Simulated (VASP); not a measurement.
Here is a VASP 6.6.1 calculation.

POSCAR

```
Ti3H2
1.0
    2.9286877214      0.0000000000      0.0000000000
   -1.4643438607      2.5363179665      0.0000000000
    0.0000000000      0.0000000000      7.2293143661
Ti H
3 2
Direct
    0.0000000000      0.0000000000      0.0000000000
    0.3333333333      0.6666666667      0.6609015439
    0.6666666667      0.3333333333      0.3390984561
    0.3333333333      0.6666666667      0.1649689514
    0.6666666667      0.3333333333      0.8350310486
```

INCAR.step1

```
SYSTEM = Ti3H2
  PREC = Accurate
  ENCUT = 520
  ISMEAR = 0
  SIGMA = 0.1
  LREAL = .FALSE.
  LASPH = .TRUE.
  NELM = 60
  NBANDS = 27
  GGA = PE
  ALGO = Normal
  EDIFF = 1E-4
  LWAVE = .TRUE.
  LCHARG = .FALSE.
```

File INCAR.step2:

```
SYSTEM = Ti3H2
  PREC = Accurate
  ENCUT = 520
  EDIFF = 1E-7
  ISMEAR = 0
  SIGMA = 0.1
  LREAL = .FALSE.
  LASPH = .TRUE.
  NELM = 60
  ALGO = Normal
  ISIF = 2
  LWAVE = .FALSE.
  LCHARG = .TRUE.
  METAGGA = R2SCAN
  LMIXTAU = .TRUE.
  LELF = .TRUE.
  LVHAR = .TRUE.
  NBANDS = 27
  ISTART = 1
```

File KPOINTS:

```
regular mesh
0
G
  6 6 4
  0 0 0
```

Potentials or basis: VASP PAW PBE potentials, release 64 (Ti_sv, H).

Run with:

```sh
$ cat potpaw_PBE.64/Ti_sv/POTCAR potpaw_PBE.64/H/POTCAR > POTCAR
$ cp INCAR.step1 INCAR
$ mpirun -np 1 vasp_std > vasp.out
$ cp INCAR.step2 INCAR
$ mpirun -np 1 vasp_std > vasp.out
```

Q: Predict the pressure.

A: 0.6 GPa.

Q: Predict the largest force.

A: 0.017 eV/Å.

Q: Estimate the band gap on the k mesh.

A: Zero (bands 19 and 20 overlap by 1.09 eV).

Forces on the atoms (eV/Å):
```
Ti   0.000  0.000  0.000
Ti   0.000  0.000 -0.017
Ti   0.000  0.000  0.017
H    0.000  0.000  0.002
H    0.000  0.000 -0.002
```

Caveat: the k points lie up to 0.41 Å⁻¹ apart, too coarse for converged energies and pressures of a metal; the PAW data sets were made with another functional, which shifts forces and pressure a little.
